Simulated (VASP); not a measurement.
Ca:

```
CELL_PARAMETERS angstrom
0.00000 2.75644 2.75644
2.75644 0.00000 2.75644
2.75644 2.75644 0.00000
ATOMIC_POSITIONS crystal
Ca 0.00000 0.00000 0.00000
```

Base run:

```yaml
Program: VASP 6.6.1
Functional: LDA
Potentials_or_basis: VASP PAW LDA potentials, release 64 (Ca_sv)
Cutoff: 520 eV
k_mesh: 8 × 8 × 8
Occupations: fermi-dirac, width 0.05 eV
Spin: no spin polarisation
```

Its results: band gap on the k mesh zero (bands 5 and 6 overlap by 0.27 eV); pressure -1.6 GPa.

Question: The run is repeated on the same cell with these changes: functional from LDA to r2SCAN; potentials or basis from VASP PAW LDA potentials, release 64 (Ca_sv) to VASP PAW PBE potentials, release 64 (Ca_sv). What comes out?

Answer: Band gap on the k mesh zero (bands 5 and 6 overlap by 0.52 eV); pressure 0.6 GPa.

Caveats: the PAW data sets were made with another functional, which shifts forces and pressure a little (at least some runs).
